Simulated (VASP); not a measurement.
# SiO2 (I4/mmm) in VASP: further runs

Runs on SiO2. Level: LDA. Tasks: single point.

All numbers are computed with VASP 6.6.1; they aren't measurements. Logs are shortened: lines on timing, memory, paths and dates and some standing lists are left out, and cuts for length are marked.

### Step 1. The cell of the first run

It takes space group I4/mmm (No. 139, tetragonal). The conventional cell has a = 8.373 Å, b = 8.373 Å, c = 5.198 Å, α = 90.00°, β = 90.00°, γ = 90.00°. Si (site symmetry m2m) has 4 O at 1.54 to 1.55 Å within 2.1 Å. O (site symmetry 2/m) has 2 Si at 1.54 Å within 2.1 Å. Within 2.1 Å of O (site symmetry m2m) lie 2 Si at 1.55 Å.

### Step 2. Single point, LDA (15.18 Å³/atom)

INCAR reads:

```
SYSTEM = SiO2
PREC = Accurate
ENCUT = 520
EDIFF = 1E-6
ISMEAR = 0
SIGMA = 0.02
LREAL = .False.
LASPH = .True.
NELM = 80
ALGO = Normal
ISIF = 2
LWAVE = .False.
LCHARG = .False.
GGA = CA
NBANDS = 44
```

KPOINTS reads:

```
Automatic mesh
0
Gamma
  6 6 6
  0 0 0
```

POSCAR reads:

```
SiO2
1.0
   -4.1863436358      4.1863436358      2.5988067445
    4.1863436358     -4.1863436358      2.5988067445
    4.1863436358      4.1863436358     -2.5988067445
Si O
4 8
Direct
    0.1801719365      0.1801719365      0.3603438731
    0.8198280635      0.1801719365      0.0000000000
    0.1801719365      0.8198280635      0.0000000000
    0.8198280635      0.8198280635      0.6396561269
    0.5000000000      0.5000000000      0.5000000000
    0.0000000000      0.5000000000      0.0000000000
    0.5000000000      0.0000000000      0.0000000000
    0.0000000000      0.0000000000      0.5000000000
    0.0000000000      0.2241848220      0.2241848220
    0.7758151780      0.0000000000      0.7758151780
    0.2241848220      0.0000000000      0.2241848220
    0.0000000000      0.7758151780      0.7758151780
```

Potentials or basis: VASP PAW LDA potentials, release 64 (Si, O).

The run is started by

```console
> cat potpaw_LDA.64/Si/POTCAR potpaw_LDA.64/O/POTCAR > POTCAR
> mpirun -np 1 vasp_std > vasp.out
```

OUTCAR:

```text
SYSTEM = SiO2
   PREC = Accurate
   ENCUT = 520
   EDIFF = 1E-6
   ISMEAR = 0
   LREAL = .False.
   LASPH = .True.
   NELM = 80
   ISIF = 2
   GGA = CA

 ion  position               nearest neighbor table
   1  0.180  0.180  0.360-   8 1.54   5 1.54   9 1.55  11 1.55   2 3.02   3 3.02   4 3.08   4 3.08

   2  0.820  0.180  0.000-   6 1.54   7 1.54   9 1.55  10 1.55   1 3.02   4 3.02   3 3.08   3 3.08

   3  0.180  0.820  0.000-   6 1.54   7 1.54  11 1.55  12 1.55   1 3.02   4 3.02   2 3.08   2 3.08

   4  0.820  0.820  0.640-   8 1.54   5 1.54  10 1.55  12 1.55   2 3.02   3 3.02   1 3.08   1 3.08

   5  0.500  0.500  0.500-   1 1.54   4 1.54
   6  0.000  0.500  0.000-   2 1.54   3 1.54
   7  0.500  0.000  0.000-   2 1.54   3 1.54
   8  0.000  0.000  0.500-   1 1.54   4 1.54
   9  0.000  0.224  0.224-   2 1.55   1 1.55
  10  0.776  0.000  0.776-   2 1.55   4 1.55
  11  0.224  0.000  0.224-   3 1.55   1 1.55
  12  0.000  0.776  0.776-   3 1.55   4 1.55

  LATTYP: Found a body centered tetragonal cell.
 ALAT       =     8.3726872716
 C/A-ratio  =     0.6207819927

  Lattice vectors:

 A1 = (  -4.1863436358,   4.1863436358,   2.5988067445)
 A2 = (   4.1863436358,  -4.1863436358,   2.5988067445)
 A3 = (   4.1863436358,   4.1863436358,  -2.5988067445)

Analysis of symmetry for initial positions (statically):
=====================================================================
 Subroutine PRICEL returns:
 Original cell was already a primitive cell.

 Routine SETGRP: Setting up the symmetry group for a
 body centered tetragonal supercell.

 Subroutine GETGRP returns: Found 16 space group operations
 (whereof 16 operations were pure point group operations)
 out of a pool of 16 trial point group operations.

The static configuration has the point symmetry D_4h.

Analysis of symmetry for dynamics (positions and initial velocities):
=====================================================================
 Subroutine PRICEL returns:
 Original cell was already a primitive cell.

 Routine SETGRP: Setting up the symmetry group for a
 body centered tetragonal supercell.

 Subroutine GETGRP returns: Found 16 space group operations
 (whereof 16 operations were pure point group operations)
 out of a pool of 16 trial point group operations.

The dynamic configuration has the point symmetry D_4h.

 Subroutine INISYM returns: Found 16 space group operations
 (whereof 16 operations are pure point group operations),
 and found     1 'primitive' translations

----------------------------------------------------------------------------------------

                                     Primitive cell

  volume of cell :     182.1813

  direct lattice vectors                    reciprocal lattice vectors
    -4.186343636  4.186343636  2.598806745     0.000000000  0.119435967  0.192395991
     4.186343636 -4.186343636  2.598806745     0.119435967  0.000000000  0.192395991
     4.186343636  4.186343636 -2.598806745     0.119435967  0.119435967  0.000000000

  length of vectors
     6.465658711  6.465658711  6.465658711     0.226453456  0.226453456  0.168907964

  position of ions in fractional coordinates (direct lattice)
     0.180171937  0.180171937  0.360343873
     0.819828063  0.180171937  0.000000000
     0.180171937  0.819828063  0.000000000
     0.819828063  0.819828063  0.639656127
     0.500000000  0.500000000  0.500000000
     1.000000000  0.500000000  0.000000000
     0.500000000  1.000000000  0.000000000
     0.000000000  0.000000000  0.500000000
     0.000000000  0.224184822  0.224184822
     0.775815178  0.000000000  0.775815178
     0.224184822  0.000000000  0.224184822
     0.000000000  0.775815178  0.775815178

  ion indices of the primitive-cell ions
   primitive index   ion index
                 1           1
                 2           2
                 3           3
                 4           4
                 5           5
                 6           6
                 7           7
                 8           8
                 9           9
                10          10
                11          11
                12          12

----------------------------------------------------------------------------------------

 KPOINTS: Automatic mesh

Automatic generation of k-mesh.
 Grid dimensions read from file:
 generate k-points for:    6    6    6

 Generating k-lattice:

  Cartesian coordinates                     Fractional coordinates (reciprocal lattice)
     0.000000000  0.019905994  0.032065999     0.166666667 -0.000000000  0.000000000
     0.019905994  0.000000000  0.032065999    -0.000000000  0.166666667  0.000000000
     0.019905994  0.019905994  0.000000000     0.000000000  0.000000000  0.166666667

  Length of vectors
     0.037742243  0.037742243  0.028151327

  Shift w.r.t. Gamma in fractional coordinates (k-lattice)
     0.000000000  0.000000000  0.000000000

 Subroutine IBZKPT returns following result:
 ===========================================

 Found     30 irreducible k-points:

 Following reciprocal coordinates:
            Coordinates               Weight
  0.000000  0.000000  0.000000      1.000000
  0.166667  0.000000 -0.000000      8.000000
  0.333333  0.000000  0.000000      8.000000
  0.500000  0.000000 -0.000000      4.000000
  0.166667  0.166667 -0.000000      8.000000
  0.333333  0.166667  0.000000     16.000000
[... 16 lines left out ...]
 -0.333333 -0.333333  0.166667      8.000000
 -0.166667 -0.333333  0.166667      8.000000
 [... further k-points ...]
   k-points           NKPTS =     30   k-points in BZ     NKDIM =     30   number of bands    NBANDS=     44
   number of dos      NEDOS =    301   number of ions     NIONS =     12
   total plane-waves  NPLWV = 110592
   dimension x,y,z NGX =    48 NGY =   48 NGZ =   48
   dimension x,y,z NGXF=    96 NGYF=   96 NGZF=   96
   ions per type =               4   8
   NGX,Y,Z   is equivalent  to a cutoff of  12.34, 12.34, 12.34 a.u.
   NGXF,Y,Z  is equivalent  to a cutoff of  24.68, 24.68, 24.68 a.u.
 SYSTEM =  SiO2
   PREC   = accura    normal or accurate (medium, high low for compatibility)
   ISTART =      0    job   : 0-new  1-cont  2-samecut
   ICHARG =      2    charge: 1-file 2-atom 10-const
   ISPIN  =      1    spin polarized calculation?
   LNONCOLLINEAR =      F non collinear calculations
   LSORBIT =      F    spin-orbit coupling
   LASPH  =      T    aspherical Exc in radial PAW
   ENCUT  =  520.0 eV  38.22 Ry    6.18 a.u.  12.02 12.02 12.02*2*pi/ulx,y,z
   NELM   =     80;   NELMIN=  2; NELMDL= -5     # of ELM steps
   EDIFF  = 0.1E-05   stopping-criterion for ELM
   LREAL  =      F    real-space projection
   EDIFFG = 0.1E-04   stopping-criterion for IOM
   NSW    =      0    number of steps for IOM
   IBRION =     -1    ionic relax: 0-MD 1-quasi-New 2-CG
   NFREE  =      0    steps in history (QN), initial steepest desc. (CG)
   ISIF   =      2    stress and relaxation
   ISYM   =      2    0-nonsym 1-usesym 2-fastsym
   POTIM  = 0.5000    time-step for ionic-motion
   TEBEG  =    0.0;   TEEND  =   0.0 temperature during run
   PSTRESS=    0.0 pullay stress
   NELECT =      64.0000    total number of electrons
   NUPDOWN=      -1.0000    fix difference up-down
   EMIN   =  10.00;   EMAX   =-10.00  energy-range for DOS
   EFERMI =   0.00;   METHOD = LEGACY
   ISMEAR =     0;   SIGMA  =   0.02  broadening in eV -4-tet -1-fermi 0-gaus
   EFERMI_NEDOS =   21; number of points for ismear=-14 and -15
   IALGO  =     38    algorithm
   IMIX   =      4    mixing-type and parameters
     AMIX     =   0.40;   BMIX     =  1.00
     AMIX_MAG =   1.60;   BMIX_MAG =  1.00
  volume/ion in A,a.u.               =      15.18       102.45
  Fermi-wavevector in a.u.,A,eV,Ry     =   1.155137  2.182893 18.154825  1.334342
  Thomas-Fermi vector in A             =   2.291768
   LORBIT       =      0    0 simple, 1 ext, 2 COOP (PROOUT), +10 PAW based schemes
   GGA     = CA    functional components
   LHFCALC =     F    Hartree Fock is set to
   AEXX    =    0.0000 exact exchange contribution
   IVDW    =     0    specifies the selected vdW correction
   LEPSILON=     F    determine dielectric tensor
   LRPA    =     F    only Hartree local field effects (RPA)
 non-spin polarized calculation
 Gauss-broadening in eV      SIGMA  =   0.02
  energy-cutoff  :      520.00
  volume of cell :      182.18
 maximum number of plane-waves:      4935
   NGX = 25   NGY = 25   NGZ = 25

 number of electron      63.9999985 magnetization

 Free energy of the ion-electron system (eV)
  ---------------------------------------------------
  ext. energy  EPLUGINS =         0.00000000
  ---------------------------------------------------
  free energy    TOTEN  =      -102.05856736 eV

  energy without entropy =     -102.05856736  energy(sigma->0) =     -102.05856736

 E-fermi :  -0.0202     XC(G=0):  -8.3731

 val. band max:       -0.2029620400   @ k =   0.0000   0.0000   0.0000
 cond. band min:       4.9256451988   @ k =   0.0000   0.0000   0.0000
 fundamental gap:      5.1286072389
 Fermi energy:        -0.0202093308

 k-point     1 :       0.0000    0.0000    0.0000
  band No.  band energies     occupation
      1     -20.2964      2.00000
      2     -19.1816      2.00000
      3     -18.6577      2.00000
      4     -18.6577      2.00000
      5     -17.9639      2.00000
      6     -17.9419      2.00000
[... 36 lines left out ...]
     43      10.5577      0.00000
     44      10.6769      0.00000

 k-point     2 :       0.1667    0.0000   -0.0000
  band No.  band energies     occupation
      1     -20.2189      2.00000
      2     -19.2154      2.00000
      3     -18.7859      2.00000
      4     -18.6448      2.00000
      5     -17.9699      2.00000
      6     -17.9145      2.00000
[... 1026 lines left out ...]
 k-point    24 :      -0.1667   -0.3333    0.1667
  band No.  band energies     occupation
      1     -19.8378      2.00000
      2     -19.3014      2.00000
      3     -19.2988      2.00000
      4     -18.6270      2.00000
      5     -17.9881      2.00000
      6     -17.8107      2.00000
[... 36 lines left out ...]
     43      11.2919      0.00000
     44      11.4243      0.00000

 [... further k-points ...]

------------------------ aborting loop because EDIFF is reached ----------------------------------------

  FORCE on cell =-STRESS in cart. coord.  units (eV):
  Direction    XX          YY          ZZ          XY          YZ          ZX
  --------------------------------------------------------------------------------------
  -------------------------------------------------------------------------------------
  Total       23.3509842     23.3509842     23.3641517      0.0000000      0.0000000      0.0000000
  in kB      205.3581989    205.3581989    205.4739991      0.0000000      0.0000000      0.0000000
  external PRESSURE =     205.3967989 kB  Pullay stress =       0.0000000 kB

 VOLUME and BASIS-vectors are now :
 -----------------------------------------------------------------------------
  energy-cutoff  :      520.00
  volume of cell :      182.18
      direct lattice vectors                 reciprocal lattice vectors
    -4.186343636  4.186343636  2.598806745     0.000000000  0.119435967  0.192395991
     4.186343636 -4.186343636  2.598806745     0.119435967  0.000000000  0.192395991
     4.186343636  4.186343636 -2.598806745     0.119435967  0.119435967  0.000000000

 POSITION                                       TOTAL-FORCE (eV/Angst)
 -----------------------------------------------------------------------------------
      1.50852      1.50852     -0.00000         0.032243      0.032243     -0.000000
     -2.67782      2.67782      2.59881         0.032243     -0.032243      0.000000
      2.67782     -2.67782      2.59881        -0.032243      0.032243     -0.000000
      2.67782      2.67782      2.59881        -0.032243     -0.032243      0.000000
      2.09317      2.09317      1.29940         0.000000      0.000000     -0.000000
      2.09317     -2.09317      1.29940        -0.000000      0.000000     -0.000000
     -2.09317      2.09317      1.29940        -0.000000      0.000000     -0.000000
      2.09317      2.09317     -1.29940         0.000000      0.000000     -0.000000
      1.87703      0.00000      0.00000         0.005573      0.000000     -0.000000
      0.00000      6.49566      0.00000         0.000000     -0.005573      0.000000
      0.00000      1.87703      0.00000        -0.000000      0.005573     -0.000000
      6.49566      0.00000      0.00000        -0.005573      0.000000      0.000000
 -----------------------------------------------------------------------------------
    total drift:                                0.000000      0.000000     -0.000000

  FREE ENERGIE OF THE ION-ELECTRON SYSTEM (eV)
  ---------------------------------------------------
  free  energy   TOTEN  =      -102.0585673607 eV

  energy  without entropy=     -102.0585673607  energy(sigma->0) =     -102.05856736
```

Run time: 3 min. Hardware: 1 thread of Intel Xeon Platinum 8488C (Sapphire Rapids), shared host; peak memory 0.35 GiB.

What came out:

| Quantity | Value |
| --- | --- |
| Free energy | -102.0586 eV |
| Pressure | 20.5 GPa |
| Largest force | 0.046 eV/Å |
| Band gap on the k mesh | 5.13 eV |

Forces on the atoms (eV/Å):
```
Si   0.032  0.032  0.000
Si   0.032 -0.032  0.000
Si  -0.032  0.032  0.000
Si  -0.032 -0.032  0.000
O    0.000  0.000  0.000
O    0.000  0.000  0.000
O    0.000  0.000  0.000
O    0.000  0.000  0.000
O    0.006  0.000  0.000
O    0.000 -0.006  0.000
O    0.000  0.006  0.000
O   -0.006  0.000  0.000
```

Levels at points of the mesh, in eV from the valence-band top:
```tsv
k point	band 30	band 31	band 32	band 33	band 34	band 35
(0.00, 0.00, 0.00)	-1.31	-0.23	0.00	5.13	8.39	8.52
(0.50, 0.00, 0.00)	-0.87	-0.68	-0.61	7.26	7.57	8.57
(0.50, 0.50, 0.00)	-0.80	-0.63	-0.63	6.27	6.98	8.70
(0.50, 0.50, 0.50)	-0.64	-0.12	-0.12	7.15	7.87	7.87
```

Caveat: the cell stands under pressure.

### Step 3. Single point, LDA (15.70 Å³/atom)

This run uses another cell than the first one, of 15.70 Å³/atom.

INCAR reads:

```
SYSTEM = SiO2
  ALGO = Normal
  EDIFF = 1E-6
  ENCUT = 520
  GGA = CA
  ISIF = 2
  ISMEAR = 0
  LASPH = .TRUE.
  LCHARG = .FALSE.
  LREAL = .FALSE.
  LWAVE = .FALSE.
  NBANDS = 44
  NELM = 60
  PREC = Accurate
  SIGMA = 0.02
```

KPOINTS reads:

```
k-points
0
G
  6 6 6
  0 0 0
```

POSCAR reads:

```
SiO2
1.0
   -4.2685282256      4.2685282256      2.5849142416
    4.2685282256     -4.2685282256      2.5849142416
    4.2685282256      4.2685282256     -2.5849142416
Si O
4 8
Direct
    0.1787754709      0.1787754709      0.3575509419
    0.8212245291      0.1787754709      0.0000000000
    0.1787754709      0.8212245291      0.0000000000
    0.8212245291      0.8212245291      0.6424490581
    0.5000000000      0.5000000000      0.5000000000
    0.0000000000      0.5000000000      0.0000000000
    0.5000000000      0.0000000000      0.0000000000
    0.0000000000      0.0000000000      0.5000000000
    0.0000000000      0.2187849666      0.2187849666
    0.7812150334      0.0000000000      0.7812150334
    0.2187849666      0.0000000000      0.2187849666
    0.0000000000      0.7812150334      0.7812150334
```

Potentials or basis: VASP PAW LDA potentials, release 64 (Si, O).

The run is started by

```console
> cat potpaw_LDA.64/Si/POTCAR potpaw_LDA.64/O/POTCAR > POTCAR
> mpirun -np 1 vasp_std > vasp.out
```

OUTCAR:

```text
SYSTEM = SiO2
   EDIFF = 1E-6
   ENCUT = 520
   GGA = CA
   ISIF = 2
   ISMEAR = 0
   LASPH = .TRUE.
   LREAL = .FALSE.
   NELM = 60
   PREC = Accurate

 ion  position               nearest neighbor table
   1  0.179  0.179  0.358-   8 1.55   5 1.55   9 1.56  11 1.56   2 3.05   3 3.05   4 3.10   4 3.10

   2  0.821  0.179  0.000-   6 1.55   7 1.55   9 1.56  10 1.56   1 3.05   4 3.05   3 3.10   3 3.10

   3  0.179  0.821  0.000-   6 1.55   7 1.55  11 1.56  12 1.56   1 3.05   4 3.05   2 3.10   2 3.10

   4  0.821  0.821  0.642-   8 1.55   5 1.55  10 1.56  12 1.56   2 3.05   3 3.05   1 3.10   1 3.10

[... 1362 lines left out ...]
 -----------------------------------------------------------------------------
  energy-cutoff  :      520.00
  volume of cell :      188.39
      direct lattice vectors                 reciprocal lattice vectors
    -4.268528226  4.268528226  2.584914242     0.000000000  0.117136393  0.193430015
     4.268528226 -4.268528226  2.584914242     0.117136393  0.000000000  0.193430015
     4.268528226  4.268528226 -2.584914242     0.117136393  0.117136393  0.000000000

 POSITION                                       TOTAL-FORCE (eV/Angst)
 -----------------------------------------------------------------------------------
      1.52622      1.52622     -0.00000         0.034014      0.034014      0.000000
     -2.74231      2.74231      2.58491         0.034014     -0.034014     -0.000000
      2.74231     -2.74231      2.58491        -0.034014      0.034014     -0.000000
      2.74231      2.74231      2.58491        -0.034014     -0.034014     -0.000000
      2.13426      2.13426      1.29246         0.000000      0.000000      0.000000
      2.13426     -2.13426      1.29246         0.000000      0.000000      0.000000
     -2.13426      2.13426      1.29246         0.000000      0.000000      0.000000
      2.13426      2.13426     -1.29246         0.000000      0.000000      0.000000
      1.86778      0.00000      0.00000         0.000609      0.000000      0.000000
      0.00000      6.66928      0.00000         0.000000     -0.000609      0.000000
      0.00000      1.86778      0.00000         0.000000      0.000609      0.000000
      6.66928      0.00000      0.00000        -0.000609      0.000000      0.000000
 -----------------------------------------------------------------------------------
    total drift:                               -0.000000     -0.000000      0.000000

  FREE ENERGIE OF THE ION-ELECTRON SYSTEM (eV)
  ---------------------------------------------------
  free  energy   TOTEN  =      -102.7503810648 eV

  energy  without entropy=     -102.7503810648  energy(sigma->0) =     -102.75038106
```

OSZICAR:

```text
N       E                     dE             d eps       ncg     rms          rms(c)
DAV:   1     0.431651556032E+03    0.43165E+03   -0.32567E+04  2640   0.131E+03
DAV:   2    -0.829363885019E+02   -0.51459E+03   -0.49717E+03  3404   0.317E+02
DAV:   3    -0.118061990594E+03   -0.35126E+02   -0.34968E+02  3200   0.888E+01
DAV:   4    -0.118545883338E+03   -0.48389E+00   -0.48309E+00  3304   0.115E+01
DAV:   5    -0.118554971317E+03   -0.90880E-02   -0.90833E-02  3172   0.154E+00    0.343E+01
DAV:   6    -0.103384653790E+03    0.15170E+02   -0.55351E+01  2900   0.342E+01    0.171E+01
DAV:   7    -0.102949649654E+03    0.43500E+00   -0.17351E+00  3236   0.530E+00    0.583E+00
DAV:   8    -0.102772807561E+03    0.17684E+00   -0.13616E-01  3208   0.200E+00    0.214E+00
DAV:   9    -0.102744737399E+03    0.28070E-01   -0.49531E-02  3240   0.113E+00    0.334E-01
DAV:  10    -0.102749733175E+03   -0.49958E-02   -0.40280E-03  2864   0.304E-01    0.110E-01
DAV:  11    -0.102750255708E+03   -0.52253E-03   -0.11105E-03  3016   0.183E-01    0.321E-02
DAV:  12    -0.102750352030E+03   -0.96322E-04   -0.81612E-05  2920   0.451E-02    0.182E-02
DAV:  13    -0.102750377818E+03   -0.25788E-04   -0.13617E-05  2884   0.209E-02    0.905E-03
DAV:  14    -0.102750380895E+03   -0.30771E-05   -0.40164E-06  2520   0.105E-02    0.335E-03
DAV:  15    -0.102750381065E+03   -0.16993E-06   -0.69195E-07  2220   0.551E-03
   1 F= -.10275038E+03 E0= -.10275038E+03  d E =-.301404E-19
```

Wall time 3.5 min (1 thread of Intel Xeon Platinum 8488C (Sapphire Rapids), shared host); peak memory 0.36 GiB.

Results:

```yaml
Free_energy: -102.7504 eV
Pressure: 15.0 GPa
Largest_force: 0.048 eV/Å
Band_gap_on_the_k_mesh: 5.26 eV
```

Forces in eV/Å, atoms in the order of the input:
```
Si   0.034  0.034  0.000
Si   0.034 -0.034  0.000
Si  -0.034  0.034  0.000
Si  -0.034 -0.034  0.000
O    0.000  0.000  0.000
O    0.000  0.000  0.000
O    0.000  0.000  0.000
O    0.000  0.000  0.000
O    0.001  0.000  0.000
O    0.000 -0.001  0.000
O    0.000  0.001  0.000
O   -0.001  0.000  0.000
```

Caveat: the cell stands under pressure.
